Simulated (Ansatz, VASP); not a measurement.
# Au in VASP and in Ansatz

```xyz
1
Lattice="0.1063 2.1000 2.1000 2.1000 0.1063 2.1000 2.1000 2.1000 0.1063" Properties=species:S:1:pos:R:3 pbc="T T T"
Au    0.0000    0.0000    0.0000
```

Alike in both runs: task single point; functional PBEsol; k mesh 22 × 22 × 22; occupations gaussian, width 0.15 eV; no spin polarisation.

|  | VASP | Ansatz |
| --- | --- | --- |
| version | VASP 6.6.1 | Ansatz 0.2.0 |
| potentials or method | VASP PAW PBE potentials, release 64 (Au), cutoff 520 eV | scalar-relativistic, plane waves, PAW |
| valence electrons in the cell | 11 | 19 |

Ansatz gave:

```
gap on the k mesh at the Fermi level (eV)                     : none
pressure (GPa)                                                : 0.0
traceless stress, the component that is largest in VASP (GPa) : -1.89
```

Problem. What did VASP give for the same quantities?

Solution. gap on the k mesh at the Fermi level (eV): none; pressure (GPa): -0.3; traceless stress, the component that is largest in VASP (GPa): -1.89.

VASP's potentials were made for PBE, not for PBEsol. A gap of «none» marks a metal or a gap that the smearing closes. The functional is the same, so the differences come from potentials, cutoffs and numerics. VASP's potentials hold 11 valence electrons a cell and Ansatz's 19, so a difference there can come from the potentials and not from the codes.

Neither program's run includes spin-orbit coupling.
